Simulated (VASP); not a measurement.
# Ag (Fm-3m) in VASP: single point with PBE

Aim: the single point of Ag with PBE.

Everything below comes from runs of VASP 6.6.1. Logs are shortened: lines on timing, memory, paths and dates and some standing lists are left out, and cuts for length are marked.

## (1) The cell of the first run

It takes space group Fm-3m (No. 225, cubic). Conventional cell: a = 4.086 Å, b = 4.086 Å, c = 4.086 Å, α = 90.00°, β = 90.00°, γ = 90.00°. Ag (site symmetry m-3m) has 12 Ag at 2.89 Å within 3.8 Å.

## (2) Single point, PBE

INCAR

```
SYSTEM = Ag
PREC     = Accurate       ! precision mode
ENCUT    = 520            ! plane-wave cutoff, eV
EDIFF    = 1E-6           ! SCF threshold, eV
ISMEAR   = 0              ! smearing method
SIGMA    = 0.15           ! smearing width, eV
LREAL    = .FALSE.        ! projectors in reciprocal space
LASPH    = .TRUE.         ! aspherical terms in the spheres
NELM     = 60             ! most SCF steps
ALGO     = Fast           ! electronic algorithm
ISIF     = 2              ! what is computed and relaxed
LWAVE    = .FALSE.        ! write WAVECAR
LCHARG   = .FALSE.        ! write CHGCAR
GGA      = PE             ! functional
NBANDS   = 42             ! bands
```

KPOINTS

```
Automatic mesh
0
G
  18 18 4
  0 0 0
```

POSCAR

```
Ag
1.0
    2.0431000000     -2.0431000000      0.0000000000
    2.0431000000      0.0000000000     -2.0431000000
    8.1724000000      8.1724000000      8.1724000000
Ag
6
Direct
    0.6666666667      0.6666666667      0.1666666667
    0.0000000000      0.0000000000      0.0000000000
    0.3333333333      0.3333333333      0.3333333333
    0.6666666667      0.6666666667      0.6666666667
    0.0000000000      0.0000000000      0.5000000000
    0.3333333333      0.3333333333      0.8333333333
```

Potentials or basis: VASP PAW PBE potentials, release 64 (Ag).

On the command line:

```bash
cat potpaw_PBE.64/Ag/POTCAR > POTCAR
mpirun -np 1 vasp_std > vasp.out
```

OUTCAR:

```text
SYSTEM = Ag
   PREC = Accurate
   ENCUT = 520
   EDIFF = 1E-6
   ISMEAR = 0
   LREAL = .FALSE.
   LASPH = .TRUE.
   NELM = 60
   ISIF = 2
   GGA = PE

 ion  position               nearest neighbor table
   1  0.667  0.667  0.167-   3 2.89   3 2.89   3 2.89   2 2.89   2 2.89   2 2.89
   2  0.000  0.000  0.000-   1 2.89   6 2.89   1 2.89   1 2.89   6 2.89   6 2.89
   3  0.333  0.333  0.333-   1 2.89   1 2.89   1 2.89   5 2.89   5 2.89   5 2.89
   4  0.667  0.667  0.667-   6 2.89   6 2.89   6 2.89   5 2.89   5 2.89   5 2.89
   5  0.000  0.000  0.500-   3 2.89   4 2.89   4 2.89   4 2.89   3 2.89   3 2.89
   6  0.333  0.333  0.833-   4 2.89   4 2.89   4 2.89   2 2.89   2 2.89   2 2.89

  LATTYP: Found a hexagonal cell.
 ALAT       =     2.8893797293
 C/A-ratio  =     4.8989794856

  Lattice vectors:

 A1 = (  -2.0431000000,   0.0000000000,   2.0431000000)
 A2 = (   2.0431000000,  -2.0431000000,   0.0000000000)
 A3 = (   8.1724000000,   8.1724000000,   8.1724000000)

Analysis of symmetry for initial positions (statically):
=====================================================================
 Subroutine PRICEL returns following result:

  LATTYP: Found a face centered cubic cell.
 ALAT       =     4.0862000006

  Lattice vectors:

 A1 = (  -2.0431000004,  -2.0431000002,  -0.0000000002)
 A2 = (  -0.0000000012,  -2.0431000006,   2.0430999994)
 A3 = (  -2.0431000000,   0.0000000000,   2.0431000000)

   6 primitive cells build up your supercell.

 Routine SETGRP: Setting up the symmetry group for a
 hexagonal supercell.

 Subroutine GETGRP returns: Found 12 space group operations
 (whereof 12 operations were pure point group operations)
 out of a pool of 24 trial point group operations.

The static configuration has the point symmetry D_3d.

Analysis of symmetry for dynamics (positions and initial velocities):
=====================================================================
 Subroutine PRICEL returns following result:

  LATTYP: Found a face centered cubic cell.
 ALAT       =     4.0862000006

  Lattice vectors:

 A1 = (  -2.0431000004,  -2.0431000002,  -0.0000000002)
 A2 = (  -0.0000000012,  -2.0431000006,   2.0430999994)
 A3 = (  -2.0431000000,   0.0000000000,   2.0431000000)

   6 primitive cells build up your supercell.

 Routine SETGRP: Setting up the symmetry group for a
 hexagonal supercell.

 Subroutine GETGRP returns: Found 12 space group operations
[... 103 lines left out ...]
   EDIFFG = 0.1E-04   stopping-criterion for IOM
   NSW    =      0    number of steps for IOM
   IBRION =     -1    ionic relax: 0-MD 1-quasi-New 2-CG
   NFREE  =      0    steps in history (QN), initial steepest desc. (CG)
   ISIF   =      2    stress and relaxation
   ISYM   =      2    0-nonsym 1-usesym 2-fastsym
   POTIM  = 0.5000    time-step for ionic-motion
   TEBEG  =    0.0;   TEEND  =   0.0 temperature during run
   PSTRESS=    0.0 pullay stress
   NELECT =      66.0000    total number of electrons
   NUPDOWN=      -1.0000    fix difference up-down
   EMIN   =  10.00;   EMAX   =-10.00  energy-range for DOS
   EFERMI =   0.00;   METHOD = LEGACY
   ISMEAR =     0;   SIGMA  =   0.15  broadening in eV -4-tet -1-fermi 0-gaus
   EFERMI_NEDOS =   21; number of points for ismear=-14 and -15
   IALGO  =     68    algorithm
   IMIX   =      4    mixing-type and parameters
     AMIX     =   0.40;   BMIX     =  1.00
     AMIX_MAG =   1.60;   BMIX_MAG =  1.00
  volume/ion in A,a.u.               =      17.06       115.11
  Fermi-wavevector in a.u.,A,eV,Ry     =   1.414402  2.672832 27.218893  2.000532
  Thomas-Fermi vector in A             =   2.535948
   LORBIT       =      0    0 simple, 1 ext, 2 COOP (PROOUT), +10 PAW based schemes
   GGA     = PE    functional components
   LHFCALC =     F    Hartree Fock is set to
   AEXX    =    0.0000 exact exchange contribution
   IVDW    =     0    specifies the selected vdW correction
   LEPSILON=     F    determine dielectric tensor
   LRPA    =     F    only Hartree local field effects (RPA)
 non-spin polarized calculation
 RMM-DIIS sequential band-by-band and
 Gauss-broadening in eV      SIGMA  =   0.15
  energy-cutoff  :      520.00
  volume of cell :      102.34
 maximum number of plane-waves:      2824
 NGX is ok and might be reduce to    24
   NGX = 11   NGY = 11   NGZ = 53

 number of electron      66.0000006 magnetization

 Free energy of the ion-electron system (eV)
  ---------------------------------------------------
  ext. energy  EPLUGINS =         0.00000000
  ---------------------------------------------------
  free energy    TOTEN  =       -16.25917864 eV

  energy without entropy =      -16.24186874  energy(sigma->0) =      -16.25052369

 E-fermi :   8.4280     XC(G=0): -12.2076

 val. band max:        8.4213045313   @ k =   0.5000   0.2222  -0.0000
 cond. band min:       8.4284959718   @ k =   0.1667   0.2778   0.2500
 fundamental gap:      0.0071914405
 Fermi energy:         8.4280128177

 k-point     1 :       0.0000    0.0000    0.0000
  band No.  band energies     occupation
      1       0.6599      2.00000
      2       1.4546      2.00000
      3       1.4546      2.00000
      4       2.0305      2.00000
      5       2.1499      2.00000
      6       2.1499      2.00000
[... 1069 lines left out ...]
     41      15.6841      0.00000
     42      16.4443      0.00000

 [... further k-points ...]

------------------------ aborting loop because EDIFF is reached ----------------------------------------

  FORCE on cell =-STRESS in cart. coord.  units (eV):
  Direction    XX          YY          ZZ          XY          YZ          ZX
  --------------------------------------------------------------------------------------
  -------------------------------------------------------------------------------------
  Total        2.8734378      2.8734378      2.8734378     -0.0665210     -0.0665210     -0.0665210
  in kB       44.9844344     44.9844344     44.9844344     -1.0414034     -1.0414034     -1.0414034
  external PRESSURE =      44.9844344 kB  Pullay stress =       0.0000000 kB

 VOLUME and BASIS-vectors are now :
 -----------------------------------------------------------------------------
  energy-cutoff  :      520.00
  volume of cell :      102.34
      direct lattice vectors                 reciprocal lattice vectors
     2.043100000 -2.043100000  0.000000000     0.163150768 -0.326301535  0.163150768
     2.043100000  0.000000000 -2.043100000     0.163150768  0.163150768 -0.326301535
     8.172400000  8.172400000  8.172400000     0.040787692  0.040787692  0.040787692

 POSITION                                       TOTAL-FORCE (eV/Angst)
 -----------------------------------------------------------------------------------
      4.08620      0.00000      0.00000        -0.000000     -0.000000     -0.000000
      0.00000      0.00000      0.00000        -0.000000      0.000000      0.000000
      4.08620      2.04310      2.04310         0.000000     -0.000000     -0.000000
      8.17240      4.08620      4.08620        -0.000000      0.000000      0.000000
      4.08620      4.08620      4.08620        -0.000000     -0.000000      0.000000
      8.17240      6.12930      6.12930         0.000000     -0.000000     -0.000000
 -----------------------------------------------------------------------------------
    total drift:                               -0.000000      0.000000      0.000000

  FREE ENERGIE OF THE ION-ELECTRON SYSTEM (eV)
  ---------------------------------------------------
  free  energy   TOTEN  =       -16.2591786398 eV

  energy  without entropy=      -16.2418687390  energy(sigma->0) =      -16.25052369
```

stdout:

```text
POSCAR found type information on POSCAR Ag
 POSCAR found :  1 types and       6 ions
 scaLAPACK will be used
 LDA part: xc-table for (Slater+PW92), standard interpolation
 POSCAR, INCAR and KPOINTS ok, starting setup
 FFT: planning ... GRIDC
 FFT: planning ... GRID_SOFT
 FFT: planning ... GRID
 WAVECAR not read
 entering main loop
```

Wall time 15 min (1 thread of Oxide Virtual Turin-like, shared host); peak memory 0.49 GiB.

What came out:

```
Free energy            : -16.2592 eV
Pressure               : 4.5 GPa
Band gap on the k mesh : zero (bands 33 and 34 overlap by 6.42 eV)
```

Levels at points of the mesh, in eV from the Fermi level:
| k point | band 32 | band 33 | band 34 | band 35 | band 36 | band 37 |
| --- | --- | --- | --- | --- | --- | --- |
| (0.00, 0.00, 0.00) | -3.33 | -3.33 | -2.98 | -2.98 | -0.40 | 3.60 |
| (0.50, 0.00, 0.00) | 0.59 | 0.59 | 1.29 | 1.29 | 1.60 | 3.60 |
| (0.00, 0.00, 0.50) | -3.09 | -3.09 | -3.09 | -1.57 | -1.57 | 5.13 |
| (0.50, 0.00, 0.50) | -0.02 | 1.01 | 1.01 | 1.50 | 1.50 | 3.86 |

Caveat: the cell stands under pressure.
